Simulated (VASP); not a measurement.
## TiO2: single point with r2SCAN

Crystal: TiO2.

```xyz
3
Lattice="0.0000 2.3968 2.5167 2.3968 0.0000 2.5167 2.3968 2.3968 0.0000" Properties=species:S:1:pos:R:3 pbc="T T T"
Ti    0.0000    0.0000    0.0000
O     1.1984    1.1984    1.2583
O     3.5952    3.5952    3.7750
```

This cell differs from its parent crystal: uniaxial z strain +5.0%.

```yaml
Program: VASP 6.6.1
Task: single point
Functional: r2SCAN
Potentials_or_basis: VASP PAW PBE potentials, release 64 (Ti_sv, O)
Cutoff: 520 eV
k_mesh: 10 × 10 × 10
Occupations: gaussian, width 0.01 eV
Spin: no spin polarisation
```

```json
{"Pressure": "-10.6 GPa", "Band gap on the k mesh": "1.16 eV (least direct gap 1.73 eV)"}
```

Stress tensor (GPa, compression positive):
```
 -1.93   0.00   0.00
  0.00  -1.93   0.00
  0.00   0.00 -28.02
```

Levels at points of the mesh, in eV from the valence-band top:
```csv
k point,band 10,band 11,band 12,band 13,band 14,band 15
"(0.00, 0.00, 0.00)",-1.56,-0.81,-0.81,1.16,1.39,5.08
"(0.50, 0.00, 0.00)",-3.43,-2.75,-2.64,1.51,1.63,2.68
"(0.50, 0.50, 0.00)",-2.09,-2.09,-0.54,1.83,1.92,2.50
"(0.50, 0.00, 0.50)",-2.71,-1.87,0.00,1.73,2.14,2.80
```

It took 6.3 min on 1 thread of Intel Xeon 8259CL, with other jobs on the host, peak memory 0.2 GiB.

Caveat: the cell differs from its parent crystal (uniaxial z strain +5.0%); the cell stands under tension; the PAW data sets were made with another functional, which shifts forces and pressure a little. A k mesh can miss the band edges.
